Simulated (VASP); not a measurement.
ScAu3, 4 atoms in the cell. The structure is cubic, space group Fm-3m (No. 225). The conventional cell has a = 6.629 Å, b = 6.629 Å, c = 6.629 Å, α = 90.00°, β = 90.00°, γ = 90.00°. Sc (site symmetry m-3m) has 14 Au at 2.87 to 3.31 Å within 3.8 Å. Within 3.8 Å of Au (site symmetry -43m) lie 4 Sc at 2.87 Å and 10 Au at 2.87 to 3.31 Å. Within 3.8 Å of Au (site symmetry m-3m) lie 8 Au at 2.87 Å and 6 Sc at 3.31 Å. 

| Quantity | Value |
| --- | --- |
| Program | VASP 6.6.1 |
| Task | single point |
| Functional | PBEsol |
| Potentials or basis | VASP PAW PBE potentials, release 64 (Sc_sv, Au) |
| Cutoff | 520 eV |
| k mesh | 6 × 6 × 6 |
| Occupations | fermi-dirac, width 0.1 eV |
| Spin | no spin polarisation |
| Dipole correction | no |
| Further INCAR settings | ALGO = Normal; EDIFF = 1e-06; NBANDS = 30 |

Potentials or basis: VASP PAW PBE potentials, release 64 (Sc_sv, Au).

Command:

```console
$ cat potpaw_PBE.64/Sc_sv/POTCAR potpaw_PBE.64/Au/POTCAR > POTCAR
$ mpirun -np 1 vasp_std > vasp.out
```

Hardware: 1 thread of Intel Xeon 8259CL, on a shared host.

Problem. How long does it take, and how much memory?

Solution. Wall time 71 s on 1 thread of Intel Xeon 8259CL, with other jobs on the host, peak memory 0.21 GiB. Counts: scf iterations 13, k points 16.
